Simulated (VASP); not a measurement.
Lu:

```
CELL_PARAMETERS angstrom
3.49264 0.00000 0.00000
-1.74632 3.02471 0.00000
0.00000 0.00000 11.23759
ATOMIC_POSITIONS crystal
Lu 0.00000 0.00000 0.00000
Lu 0.00000 0.00000 0.50000
Lu 0.33333 0.66667 0.25000
Lu 0.66667 0.33333 0.75000
```

* Program: VASP 6.6.1
* Task: relaxation of cell and atoms
* Functional: PBE
* Potentials or basis: VASP PAW PBE potentials, release 64 (Lu)
* Cutoff: 600 eV
* k mesh: 6 × 6 × 2
* Occupations: gaussian, width 0.05 eV
* Spin: no spin polarisation

At the start: pressure -1.0 GPa; volume 29.68 Å³/atom.

Question: Where does the relaxation end?

Answer: Over 8 steps the energy falls by 4.2 meV/atom and the volume is 29.02 Å³/atom (-2.2 %); space group P6_3/mmc (No. 194, to 0.1 Å) before and after.

The path:
| step | energy change (eV) | largest force (eV/Å) | pressure (GPa) | volume (Å³) |
| --- | --- | --- | --- | --- |
| 1 | 0.0000 | 0.0000 | -0.99 | 118.72 |
| 2 | -0.0131 | 0.0000 | 0.13 | 115.58 |
| 3 | -0.0129 | 0.0000 | 0.32 | 115.11 |
| 4 | -0.0156 | 0.0000 | 0.42 | 115.37 |
| 5 | -0.0156 | 0.0000 | 0.41 | 115.37 |
| 6 | -0.0165 | 0.0000 | -0.09 | 116.71 |
| 7 | -0.0167 | 0.0000 | -0.12 | 116.31 |
| 8 | -0.0166 | 0.0000 | -0.01 | 116.07 |

Final structure:
```xyz
4
Lattice="3.4961 0.0000 0.0000 -1.7481 3.0278 0.0000 0.0000 0.0000 10.9646" Properties=species:S:1:pos:R:3 pbc="T T T"
Lu    0.0000    0.0000    0.0000
Lu    0.0000    0.0000    5.4823
Lu    0.0000    2.0185    2.7412
Lu    1.7481    1.0093    8.2235
```
